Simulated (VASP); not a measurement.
Wanted: the native input for a VASP 6.6.1 run.

```
Task                   : single point
Functional             : BLYP
Potentials or basis    : VASP PAW PBE potentials, release 64 (Pb_d)
Cutoff                 : 520 eV
k mesh                 : 9 × 9 × 9
Occupations            : fermi-dirac, width 0.1 eV
Spin                   : no spin polarisation
Dipole correction      : no
Further INCAR settings : ALGO = Normal; EDIFF = 1e-06; NBANDS = 21
```

The structure of Pb lies in POSCAR:

```
Pb
1.0
    0.0000000000      3.6190929915      3.6190929915
    3.6190929915      0.0000000000      3.6190929915
    3.6190929915      3.6190929915      0.0000000000
Pb
2
Direct
    0.1250000000      0.1250000000      0.1250000000
    0.8750000000      0.8750000000      0.8750000000
```

This isn't the form of Pb at room conditions, which is fcc.

The input as run:

INCAR

```
PREC = Accurate
ENCUT = 520
EDIFF = 1E-6
ISMEAR = -1
SIGMA = 0.1
LREAL = False
LASPH = True
NELM = 60
ALGO = Normal
ISIF = 2
LWAVE = False
LCHARG = False
GGA = B5
ALDAX = 1.0
AGGAX = 1.0
AGGAC = 1.0
ALDAC = 0.0
NBANDS = 21
```

KPOINTS

```
regular mesh
0
Gamma
  9 9 9
```

Potentials or basis: VASP PAW PBE potentials, release 64 (Pb_d).

Run with:

```bash
$ cat potpaw_PBE.64/Pb_d/POTCAR > POTCAR
$ mpirun -np 1 vasp_std > vasp.out
```

Results of the run:

| Property | Result |
| --- | --- |
| Pressure | 0.0 GPa |
| Band gap on the k mesh | zero (bands 14 and 15 overlap by 0.91 eV) |

Caveat: the PAW data sets were made with another functional, which shifts forces and pressure a little; spin-orbit coupling is left out, which moves the levels of the heavy elements.

Run time: 77 s on 1 thread of Intel Xeon 6455B (shared host), peak memory 0.26 GiB.
